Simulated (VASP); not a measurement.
Runs of VASP 6.6.1 on Be. The structure is that of space group I4_132 (No. 214), or close to it. The cells are those of the table. 

| task | cell | k mesh | cutoff (eV) | gap on the mesh (eV) | pressure (GPa) | relaxed volume (Å³/atom) |
| --- | --- | --- | --- | --- | --- | --- |
| relaxation of cell and atoms | relaxed from a = 5.431 Å, angles 109.5°, 6 atoms | 4 × 4 × 4 | 600 | none | 0.0 | 25.42 |
| relaxation of cell and atoms | relaxed from a = 5.818 Å, angles 109.5°, 6 atoms | 8 × 8 × 8 | 600 | none | 0.0 | (a) |
| single point | a = 5.832 Å, angles 109.5°, 6 atoms | 8 × 8 × 8 | 520 | none | 0.0 | - |
| single point | a = 5.818 Å, angles 109.5°, 6 atoms | 4 × 4 × 4 | 520 | none | 0.1 | - |

Alike in all rows: level PBE; potentials or basis VASP PAW PBE potentials, release 64 (Be); no spin polarisation; smearing gaussian 0.1 eV.

Task: Estimate the missing entries.

Result: (a) 25.49.

Caveats: the volume moved by over 15 % at a fixed basis, so the end points are rough (some runs).

A gap of «none» marks levels without a gap at the run's occupations.
